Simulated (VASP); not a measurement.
Wanted: the native input for a VASP 6.6.1 run.

| Quantity | Value |
| --- | --- |
| Task | single point |
| Functional | PBE |
| Potentials or basis | VASP PAW PBE potentials, release 64 (Ta_pv, Si, O) |
| Cutoff | 520 eV |
| k mesh | 6 × 6 × 4 |
| Occupations | gaussian, width 0.1 eV |
| Spin | no spin polarisation |
| Dipole correction | no |
| Further INCAR settings | ALGO = Normal; EDIFF = 1e-06; NBANDS = 28 |

The structure of TaSiO4 lies in POSCAR:

```
TaSiO4
1.0
    3.6645457671     -0.0000000030      0.0000000000
   -1.8322728809      3.1735897291      0.0000000000
    0.0000000000      0.0000000000      7.2624630950
Ta Si O
1 1 4
Direct
    0.0000000000      0.0000000000      0.5000000000
    0.0000000000      0.0000000000      0.0000000000
    0.0000000000      0.0000000000      0.7836501363
    0.0000000000      0.0000000000      0.2163498637
    0.3333333333      0.6666666667      0.5000000000
    0.6666666667      0.3333333333      0.5000000000
```

One way to write it, as run:

INCAR

```
SYSTEM = TaSiO4
ALGO     = Normal         ! electronic algorithm
EDIFF    = 1E-6           ! SCF threshold, eV
ENCUT    = 520            ! plane-wave cutoff, eV
GGA      = PE             ! functional
ISIF     = 2              ! what is computed and relaxed
ISMEAR   = 0              ! smearing method
LASPH    = .True.         ! aspherical terms in the spheres
LCHARG   = .False.        ! write CHGCAR
LREAL    = .False.        ! projectors in reciprocal space
LWAVE    = .False.        ! write WAVECAR
NBANDS   = 28             ! bands
NELM     = 60             ! most SCF steps
PREC     = Accurate       ! precision mode
SIGMA    = 0.1            ! smearing width, eV
```

KPOINTS

```
k-points
0
Gamma
  6 6 4
  0 0 0
```

Potentials or basis: VASP PAW PBE potentials, release 64 (Ta_pv, Si, O).

Command:

```bash
$ cat potpaw_PBE.64/Ta_pv/POTCAR potpaw_PBE.64/Si/POTCAR potpaw_PBE.64/O/POTCAR > POTCAR
$ mpirun -np 1 vasp_std > vasp.out
```

It gave:

| Property | Result |
| --- | --- |
| Pressure | 0.4 GPa |
| Largest force | 0.113 eV/Å |

Caveat: an odd number of electrons without spin polarisation forces a metal; a magnetic or distorted state may lie lower.

Run time: 28 s on 1 thread of AMD EPYC 9R45 96-Core Processor (Zen 5), on a shared host, peak memory 0.19 GiB.
